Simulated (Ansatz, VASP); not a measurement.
TiSe2: VASP beside Ansatz

```
Ti Se
1.0
     3.48111    0.00000    0.00000
    -1.74055    3.01473    0.00000
     0.00000    0.00000    5.87123
Ti Se
1 2
Cartesian
  0.0000 0.0000 0.0000
  0.0000 2.0098 1.5539
  1.7406 1.0049 4.3174
```

Alike in both runs: task single point; functional PBE; dispersion D3(BJ); k mesh 15 × 15 × 8; occupations gaussian, width 0.1 eV; no spin polarisation.

|  | VASP | Ansatz |
| --- | --- | --- |
| version | VASP 6.6.1 | Ansatz 0.2.0 |
| potentials or method | VASP PAW PBE potentials, release 64 (Ti_sv, Se), cutoff 500 eV | scalar-relativistic, all-electron LAPW |

Ansatz gave:

| Item | Value |
| --- | --- |
| gap on the k mesh at the Fermi level (eV) | none |
| pressure (GPa) | 0.0 |
| rms of the force components (eV/Å) | 0.000 |

What did VASP give for the same quantities?

gap on the k mesh at the Fermi level (eV): none; pressure (GPa): 0.1; rms of the force components (eV/Å): 0.009.

Atom by atom the forces differ by 0.009 eV/Å (rms over components). A gap of «none» marks a metal or a gap that the smearing closes. Ansatz ran all-electron here, and VASP with PAW potentials.
